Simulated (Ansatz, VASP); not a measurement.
**C in VASP and in Ansatz**

The input INCAR:

```
SYSTEM = C
ALGO = Normal
EDIFF = 1E-6
ENCUT = 520
GGA = PE
ISIF = 2
ISMEAR = -1
LASPH = .TRUE.
LCHARG = .TRUE.
LELF = .TRUE.
LREAL = .FALSE.
LVHAR = .TRUE.
LWAVE = .FALSE.
NBANDS = 8
NELM = 80
PREC = Accurate
SIGMA = 0.1
```

File KPOINTS:

```
k-points
0
G
  22 22 22
  0 0 0
```

File POSCAR:

```
C
1.0
    0.0000000000      1.5406152605      1.5406152605
    1.5406152605      0.0000000000      1.5406152605
    1.5406152605      1.5406152605      0.0000000000
C
1
Direct
    0.0000000000      0.0000000000      0.0000000000
```

Input for Ansatz:

```yaml
crystal:
  lattice:
    - [0.0, 1.5406152605, 1.5406152605]
    - [1.5406152605, 0.0, 1.5406152605]
    - [1.5406152605, 1.5406152605, 0.0]
  atoms:
    - { symbol: C, position: [0.0, 0.0, 0.0] }
kpoints:
  mp_grid: { grid: [22, 22, 22] }
  band_path:
    path:
      - [0.0, 0.0, 0.0]
      - [0.5, 0.0, 0.5]
      - [0.625, 0.25, 0.625]
      - [0.375, 0.375, 0.75]
      - [0.0, 0.0, 0.0]
      - [0.5, 0.5, 0.5]
      - [0.5, 0.25, 0.75]
      - [0.5, 0.0, 0.5]
    npoints: 14
scf:
  occupations: { method: fermi_dirac, width: 0.1 }
hamiltonian:
  xc: pbe
  pseudopotentials: { kind: all_electron, lapw: { basis_error: 0.001 } }
output:
  forces: true
  stress: true
  eigenvalues: true
  populations: true
  dos: { projected: true, de: 0.2, e_range: [-14, 8] }
```

Alike in both runs: task single point; functional PBE; k mesh 22 × 22 × 22; occupations fermi-dirac, width 0.1 eV; no spin polarisation.

```csv
,VASP,Ansatz
version,VASP 6.6.1,Ansatz 0.2.0
potentials or method,"VASP PAW PBE potentials, release 64 (C), cutoff 520 eV","all-electron LAPW, scalar-relativistic"
```

|  | VASP | Ansatz | Ansatz less VASP |
| --- | --- | --- | --- |
| pressure (GPa) | 0.1 | 0.1 | -0.06 |

Ansatz ran all-electron here, and VASP with PAW potentials.
